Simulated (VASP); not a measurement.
# Hg (C2/m) in VASP: single point with PBE

Aim: the single point of Hg with PBE.

All numbers are computed with VASP 6.6.1; they aren't measurements. Logs are shortened: lines on timing, memory, paths and dates and some standing lists are left out, and cuts for length are marked.

### Step 1. The cell of the first run

Symmetry: C2/m, No. 12, monoclinic system. The conventional cell has a = 3.716 Å, b = 5.613 Å, c = 3.542 Å, α = 90.00°, β = 117.17°, γ = 90.00°. Hg (site symmetry 2/m) has 14 Hg at 3.37 to 4.23 Å within 4.4 Å.

### Step 2. Single point, PBE (strained)

Input file INCAR:

```
ALGO = Fast
EDIFF = 1E-6
ENCUT = 520
GGA = PE
ISIF = 2
ISMEAR = 0
LASPH = True
LCHARG = True
LELF = True
LREAL = False
LVHAR = True
LWAVE = False
NBANDS = 12
NELM = 80
PREC = Accurate
SIGMA = 0.1
```

Input file KPOINTS:

```
k-points
0
Gamma
  14 14 12
```

Input file POSCAR:

```
Hg
1.0
   -2.0357966401      1.9334644309      1.8563617852
    1.9334644309     -2.0357966401      1.8563617852
    2.2841600401      2.2841600401     -1.9738790673
Hg
1
Direct
    0.0000000000      0.0000000000      0.0000000000
```

Potentials or basis: VASP PAW PBE potentials, release 64 (Hg).

Command:

```console
cat potpaw_PBE.64/Hg/POTCAR > POTCAR
mpirun -np 1 vasp_std > vasp.out
```

OUTCAR:

```text
EDIFF = 1E-6
   ENCUT = 520
   GGA = PE
   ISIF = 2
   ISMEAR = 0
   LASPH = True
   LREAL = False
   NELM = 80
   PREC = Accurate

 ion  position               nearest neighbor table
   1  0.000  0.000  0.000-

  Warning from LATTYP: Got some problem with cell dimensions!
  Tried to take original basis but could not verify dimensions!
  LATTYP: Found a base centered monoclinic cell.
 ALAT       =     3.7155430387
 B/A-ratio  =     1.5107839637
 C/A-ratio  =     0.9532380340
 COS(beta)  =    -0.4566446741

  Lattice vectors:

 A1 = (   2.0357966401,  -1.9334644309,  -1.8563617852)
 A2 = (  -1.9334644309,   2.0357966401,  -1.8563617852)
 A3 = (   2.1818278309,   2.1818278309,   1.7388445031)

Analysis of symmetry for initial positions (statically):
=====================================================================
 Subroutine PRICEL returns:
 Original cell was already a primitive cell.

 Routine SETGRP: Setting up the symmetry group for a
 base centered monoclinic supercell.

 Subroutine GETGRP returns: Found  4 space group operations
 (whereof  4 operations were pure point group operations)
 out of a pool of  4 trial point group operations.

The static configuration has the point symmetry C_2h.

Analysis of symmetry for dynamics (positions and initial velocities):
=====================================================================
 Subroutine PRICEL returns:
 Original cell was already a primitive cell.

 Routine SETGRP: Setting up the symmetry group for a
 base centered monoclinic supercell.

 Subroutine GETGRP returns: Found  4 space group operations
 (whereof  4 operations were pure point group operations)
 out of a pool of  4 trial point group operations.

The dynamic configuration has the point symmetry C_2h.

 Subroutine INISYM returns: Found  4 space group operations
 (whereof  4 operations are pure point group operations),
 and found     1 'primitive' translations

----------------------------------------------------------------------------------------

                                     Primitive cell

  volume of cell :      32.8594

  direct lattice vectors                    reciprocal lattice vectors
    -2.035796640  1.933464431  1.856361785    -0.006750311  0.245185751  0.275915943
     1.933464431 -2.035796640  1.856361785     0.245185751 -0.006750311  0.275915943
     2.284160040  2.284160040 -1.973879067     0.224239897  0.224239897  0.012361256

  length of vectors
     3.365832994  3.365832994  3.785627128     0.369176417  0.369176417  0.317363929

  position of ions in fractional coordinates (direct lattice)
     0.000000000  0.000000000  0.000000000

  ion indices of the primitive-cell ions
   primitive index   ion index
                 1           1

----------------------------------------------------------------------------------------

 KPOINTS: k-points

Automatic generation of k-mesh.
 Grid dimensions read from file:
 generate k-points for:   14   14   12

 Generating k-lattice:

  Cartesian coordinates                     Fractional coordinates (reciprocal lattice)
    -0.000482165  0.017513268  0.019708282     0.071428571 -0.000000000  0.000000000
     0.017513268 -0.000482165  0.019708282    -0.000000000  0.071428571  0.000000000
     0.018686658  0.018686658  0.001030105    -0.000000000 -0.000000000  0.083333333

  Length of vectors
     0.026369744  0.026369744  0.026446994

  Shift w.r.t. Gamma in fractional coordinates (k-lattice)
     0.000000000  0.000000000  0.000000000

 Subroutine IBZKPT returns following result:
 ===========================================

 Found    639 irreducible k-points:

 Following reciprocal coordinates:
            Coordinates               Weight
  0.000000  0.000000  0.000000      1.000000
  0.071429  0.000000 -0.000000      4.000000
  0.142857  0.000000 -0.000000      4.000000
  0.214286  0.000000 -0.000000      4.000000
  0.285714  0.000000 -0.000000      4.000000
  0.357143 -0.000000 -0.000000      4.000000
[... 16 lines left out ...]
  0.214286  0.142857 -0.000000      4.000000
  0.285714  0.142857 -0.000000      4.000000
 [... further k-points ...]
   k-points           NKPTS =    639   k-points in BZ     NKDIM =    639   number of bands    NBANDS=     12
   number of dos      NEDOS =    301   number of ions     NIONS =      1
   total plane-waves  NPLWV =  21952
   dimension x,y,z NGX =    28 NGY =   28 NGZ =   28
   dimension x,y,z NGXF=    56 NGYF=   56 NGZF=   56
   ions per type =               1
   NGX,Y,Z   is equivalent  to a cutoff of  13.83, 13.83, 12.30 a.u.
   NGXF,Y,Z  is equivalent  to a cutoff of  27.66, 27.66, 24.59 a.u.
 SYSTEM =  unknown system
   PREC   = accura    normal or accurate (medium, high low for compatibility)
   ISTART =      0    job   : 0-new  1-cont  2-samecut
   ICHARG =      2    charge: 1-file 2-atom 10-const
   ISPIN  =      1    spin polarized calculation?
   LNONCOLLINEAR =      F non collinear calculations
   LSORBIT =      F    spin-orbit coupling
   LASPH  =      T    aspherical Exc in radial PAW
   ENCUT  =  520.0 eV  38.22 Ry    6.18 a.u.   6.26  6.26  7.04*2*pi/ulx,y,z
   NELM   =     80;   NELMIN=  2; NELMDL= -5     # of ELM steps
   EDIFF  = 0.1E-05   stopping-criterion for ELM
   LREAL  =      F    real-space projection
   EDIFFG = 0.1E-04   stopping-criterion for IOM
   NSW    =      0    number of steps for IOM
   IBRION =     -1    ionic relax: 0-MD 1-quasi-New 2-CG
   NFREE  =      0    steps in history (QN), initial steepest desc. (CG)
   ISIF   =      2    stress and relaxation
   ISYM   =      2    0-nonsym 1-usesym 2-fastsym
   POTIM  = 0.5000    time-step for ionic-motion
   TEBEG  =    0.0;   TEEND  =   0.0 temperature during run
   PSTRESS=    0.0 pullay stress
   NELECT =      12.0000    total number of electrons
   NUPDOWN=      -1.0000    fix difference up-down
   EMIN   =  10.00;   EMAX   =-10.00  energy-range for DOS
   EFERMI =   0.00;   METHOD = LEGACY
   ISMEAR =     0;   SIGMA  =   0.10  broadening in eV -4-tet -1-fermi 0-gaus
   EFERMI_NEDOS =   21; number of points for ismear=-14 and -15
   IALGO  =     68    algorithm
   IMIX   =      4    mixing-type and parameters
     AMIX     =   0.40;   BMIX     =  1.00
     AMIX_MAG =   1.60;   BMIX_MAG =  1.00
  volume/ion in A,a.u.               =      32.86       221.75
  Fermi-wavevector in a.u.,A,eV,Ry     =   1.170170  2.211300 18.630413  1.369297
  Thomas-Fermi vector in A             =   2.306632
   LORBIT       =      0    0 simple, 1 ext, 2 COOP (PROOUT), +10 PAW based schemes
   GGA     = PE    functional components
   LHFCALC =     F    Hartree Fock is set to
   AEXX    =    0.0000 exact exchange contribution
   IVDW    =     0    specifies the selected vdW correction
   LEPSILON=     F    determine dielectric tensor
   LRPA    =     F    only Hartree local field effects (RPA)
 non-spin polarized calculation
 RMM-DIIS sequential band-by-band and
 Gauss-broadening in eV      SIGMA  =   0.10
  energy-cutoff  :      520.00
  volume of cell :       32.86
 maximum number of plane-waves:       898
 NGX is ok and might be reduce to    28
   NGX = 13   NGY = 13   NGZ = 15

 number of electron      12.0000000 magnetization

 Free energy of the ion-electron system (eV)
  ---------------------------------------------------
  ext. energy  EPLUGINS =         0.00000000
  ---------------------------------------------------
  free energy    TOTEN  =        -0.16879373 eV

  energy without entropy =       -0.16816959  energy(sigma->0) =       -0.16848166

 E-fermi :   0.5799     XC(G=0):  -9.0861

 val. band max:        0.5315148334   @ k =  -0.1429   0.1429   0.5000
 cond. band min:       0.5864927857   @ k =   0.5000   0.0714   0.5000
 fundamental gap:      0.0549779523
 Fermi energy:         0.5799347072

 k-point     1 :       0.0000    0.0000    0.0000
  band No.  band energies     occupation
      1      -6.2528      2.00000
      2      -5.8134      2.00000
      3      -5.7951      2.00000
      4      -5.4359      2.00000
      5      -5.3275      2.00000
      6      -5.1418      2.00000
      7      10.1532      0.00000
      8      13.3003      0.00000
      9      13.5162      0.00000
     10      14.1462      0.00000
     11      14.7874      0.00000
     12      15.8706      0.00000

 k-point     2 :       0.0714    0.0000   -0.0000
  band No.  band energies     occupation
      1      -6.1518      2.00000
      2      -5.7827      2.00000
      3      -5.7675      2.00000
      4      -5.4444      2.00000
      5      -5.3275      2.00000
      6      -5.1572      2.00000
      7       9.8435      0.00000
      8      12.6258      0.00000
      9      13.2952      0.00000
     10      14.5116      0.00000
     11      14.6975      0.00000
     12      14.8207      0.00000

 k-point     3 :       0.1429    0.0000   -0.0000
  band No.  band energies     occupation
      1      -5.9733      2.00000
      2      -5.6898      2.00000
      3      -5.5964      2.00000
      4      -5.4599      2.00000
      5      -5.3129      2.00000
      6      -5.1906      2.00000
      7       9.1183      0.00000
      8      10.8531      0.00000
      9      12.7159      0.00000
     10      13.1741      0.00000
     11      14.6126      0.00000
     12      15.2463      0.00000

 k-point     4 :       0.2143    0.0000   -0.0000
  band No.  band energies     occupation
      1      -5.9511      2.00000
      2      -5.6245      2.00000
      3      -5.4761      2.00000
      4      -5.2855      2.00000
      5      -5.2283      2.00000
      6      -4.9750      2.00000
      7       7.9737      0.00000
      8       8.9561      0.00000
      9      11.8462      0.00000
     10      12.1196      0.00000
     11      14.5107      0.00000
     12      15.2530      0.00000

 k-point     5 :       0.2857    0.0000   -0.0000
  band No.  band energies     occupation
      1      -5.9921      2.00000
      2      -5.7211      2.00000
      3      -5.3072      2.00000
      4      -5.2553      2.00000
      5      -5.1913      2.00000
      6      -4.1234      2.00000
      7       5.9865      0.00000
      8       7.9133      0.00000
      9      11.0284      0.00000
     10      11.3873      0.00000
     11      14.2390      0.00000
     12      15.7085      0.00000
[... 228 lines left out ...]
      1      -6.1328      2.00000
      2      -5.8059      2.00000
      3      -5.7524      2.00000
      4      -5.4515      2.00000
      5      -5.3440      2.00000
      6      -5.1552      2.00000
      7      10.2612      0.00000
      8      12.4310      0.00000
      9      12.8951      0.00000
     10      14.2063      0.00000
     11      14.3272      0.00000
     12      15.3931      0.00000

 k-point    22 :       0.1429    0.1429   -0.0000
  band No.  band energies     occupation
      1      -5.7734      2.00000
      2      -5.7145      2.00000
      3      -5.5777      2.00000
      4      -5.3018      2.00000
      5      -5.2219      2.00000
      6      -4.5153      2.00000
      7       7.0236      0.00000
      8       8.8258      0.00000
      9       9.8838      0.00000
     10      12.9551      0.00000
     11      13.2610      0.00000
     12      16.4984      0.00000

 k-point    23 :       0.2143    0.1429   -0.0000
  band No.  band energies     occupation
      1      -5.8082      2.00000
      2      -5.7361      2.00000
      3      -5.4408      2.00000
      4      -5.3479      2.00000
      5      -5.1533      2.00000
      6      -3.6760      2.00000
      7       5.6178      0.00000
      8       7.6792      0.00000
      9       8.7520      0.00000
     10      12.3120      0.00000
     11      13.4794      0.00000
     12      16.9121      0.00000

 k-point    24 :       0.2857    0.1429   -0.0000
  band No.  band energies     occupation
      1      -5.8636      2.00000
      2      -5.8038      2.00000
      3      -5.3678      2.00000
      4      -5.2578      2.00000
      5      -5.0961      2.00000
      6      -2.6143      2.00000
      7       3.8971      0.00000
      8       6.8718      0.00000
      9       8.1092      0.00000
     10      11.7482      0.00000
     11      13.9967      0.00000
     12      16.8488      0.00000

 [... further k-points ...]

------------------------ aborting loop because EDIFF is reached ----------------------------------------

  FORCE on cell =-STRESS in cart. coord.  units (eV):
  Direction    XX          YY          ZZ          XY          YZ          ZX
  --------------------------------------------------------------------------------------
  -------------------------------------------------------------------------------------
  Total       -0.0960583     -0.0960583     -0.0597373     -0.0935905      0.0162629      0.0162629
  in kB       -4.6836659     -4.6836659     -2.9127081     -4.5633403      0.7929550      0.7929539
  external PRESSURE =      -4.0933467 kB  Pullay stress =       0.0000000 kB

 VOLUME and BASIS-vectors are now :
 -----------------------------------------------------------------------------
  energy-cutoff  :      520.00
  volume of cell :       32.86
      direct lattice vectors                 reciprocal lattice vectors
    -2.035796640  1.933464431  1.856361785    -0.006750311  0.245185751  0.275915943
     1.933464431 -2.035796640  1.856361785     0.245185751 -0.006750311  0.275915943
     2.284160040  2.284160040 -1.973879067     0.224239897  0.224239897  0.012361256

 POSITION                                       TOTAL-FORCE (eV/Angst)
 -----------------------------------------------------------------------------------
      0.00000      0.00000      0.00000         0.000000     -0.000000      0.000000
 -----------------------------------------------------------------------------------
    total drift:                               -0.000000     -0.000000      0.000000

  FREE ENERGIE OF THE ION-ELECTRON SYSTEM (eV)
  ---------------------------------------------------
  free  energy   TOTEN  =        -0.1687937322 eV

  energy  without entropy=       -0.1681695927  energy(sigma->0) =       -0.16848166
```

Run time: 4 min. Hardware: 1 thread of Intel Xeon Platinum 8259CL at 2.50GHz (Skylake/Cascade Lake), shared host; peak memory 0.35 GiB.

What came out:

```
Free energy            : -0.1688 eV
Pressure               : -0.4 GPa
Band gap on the k mesh : zero (bands 6 and 7 overlap by 1.57 eV)
```

Levels at points of the mesh, in eV from the Fermi level:
| k point | band 3 | band 4 | band 5 | band 6 | band 7 | band 8 | band 9 | band 10 |
| --- | --- | --- | --- | --- | --- | --- | --- | --- |
| (0.00, 0.00, 0.00) | -6.38 | -6.02 | -5.91 | -5.72 | 9.57 | 12.72 | 12.94 | 13.57 |
| (0.50, 0.00, 0.00) | -5.87 | -5.69 | -5.44 | -1.27 | 0.13 | 6.08 | 9.27 | 9.98 |
| (0.50, 0.50, 0.00) | -5.98 | -5.98 | -5.40 | -1.51 | -0.12 | 7.91 | 10.56 | 12.12 |
| (0.00, 0.00, 0.50) | -5.94 | -5.77 | -5.61 | -2.97 | -0.63 | 9.79 | 10.80 | 13.93 |
| (0.50, 0.00, 0.50) | -5.83 | -5.69 | -5.52 | -1.86 | -0.19 | 7.55 | 8.85 | 11.35 |
| (0.50, 0.50, 0.50) | -5.76 | -5.49 | -5.43 | 0.94 | 2.66 | 3.42 | 5.39 | 7.96 |

Caveat: the cell differs from its parent crystal (strained); spin-orbit coupling is left out, which moves the levels of the heavy elements.
